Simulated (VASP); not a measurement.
Write the native input for VASP 6.6.1 that does the following.

```
Task                   : single point
Functional             : PBEsol
Potentials or basis    : VASP PAW PBE potentials, release 64 (Sb)
Cutoff                 : 520 eV
k mesh                 : 8 × 8 × 8
Occupations            : gaussian, width 0.1 eV
Spin                   : no spin polarisation
Dipole correction      : no
Further INCAR settings : ALGO = Normal; EDIFF = 1e-07; NBANDS = 8
```

The structure of Sb lies in POSCAR:

```
Sb
1.0
    3.0683760682      0.0000000000      0.0000000000
    0.0000000000      3.0683760682      0.0000000000
    0.0000000000      0.0000000000      3.0683880424
Sb
1
Direct
    0.0000000000      0.0000000000      0.0000000000
```

These files were run (other wordings do the same):

INCAR

```
SYSTEM = Sb
PREC = Accurate
ENCUT = 520
EDIFF = 1E-7
ISMEAR = 0
SIGMA = 0.1
LREAL = .False.
LASPH = .True.
NELM = 60
ALGO = Normal
ISIF = 2
LWAVE = .False.
LCHARG = .False.
GGA = PS
NBANDS = 8
```

KPOINTS

```
Automatic mesh
0
Gamma
  8 8 8
  0 0 0
```

Potentials or basis: VASP PAW PBE potentials, release 64 (Sb).

Launch:

```sh
$ cat potpaw_PBE.64/Sb/POTCAR > POTCAR
$ mpirun -np 1 vasp_std > vasp.out
```

It gave:

- Pressure: 0.1 GPa

Caveat: the PAW data sets were made with another functional, which shifts forces and pressure a little.

Run time: 6.9 s on 1 thread of Intel Xeon 8259CL, with other jobs on the host, peak memory 0.13 GiB.
